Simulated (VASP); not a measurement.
Input of a VASP 6.6.1 run:

POSCAR

```
Au
1.0
    2.8902925733      0.0000000000      0.0000000000
   -1.4451462866      2.5030667928      0.0000000000
    0.0000000000      0.0000000000      4.8647156959
Au
2
Direct
    0.3333333333      0.6666666667      0.7500000000
    0.6666666667      0.3333333333      0.2500000000
```

File INCAR.step1:

```
PREC = Accurate
ENCUT = 520
ISMEAR = 0
SIGMA = 0.15
LREAL = False
LASPH = True
NELM = 60
NBANDS = 18
GGA = PE
ALGO = Normal
EDIFF = 1E-4
LWAVE = True
LCHARG = False
```

Contents of INCAR.step2:

```
PREC = Accurate
ENCUT = 520
EDIFF = 1E-6
ISMEAR = 0
SIGMA = 0.15
LREAL = False
LASPH = True
NELM = 60
ALGO = Normal
ISIF = 2
LWAVE = False
LCHARG = True
METAGGA = R2SCAN
LMIXTAU = True
LELF = True
LVHAR = True
NBANDS = 18
ISTART = 1
```

Contents of KPOINTS:

```
Automatic mesh
0
Gamma
  12 12 8
```

Potentials or basis: VASP PAW PBE potentials, release 64 (Au).

Launch:

```bash
$ cat potpaw_PBE.64/Au/POTCAR > POTCAR
$ cp INCAR.step1 INCAR
$ mpirun -np 1 vasp_std > vasp.out
$ cp INCAR.step2 INCAR
$ mpirun -np 1 vasp_std > vasp.out
```

Task: What does it give for the band gap on the k mesh?

Result: Zero (band 11 reaches 13.13 eV, above the bottom of band 12 at 5.98 eV).

Task: What does it give for the pressure?

Result: 0.4 GPa.

Stress tensor (GPa, compression positive):
```
 0.91  0.00  0.00
 0.00  0.91  0.00
 0.00  0.00 -0.54
```

Caveat: the PAW data sets were made with another functional, which shifts forces and pressure a little; spin-orbit coupling is left out, which moves the levels of the heavy elements.
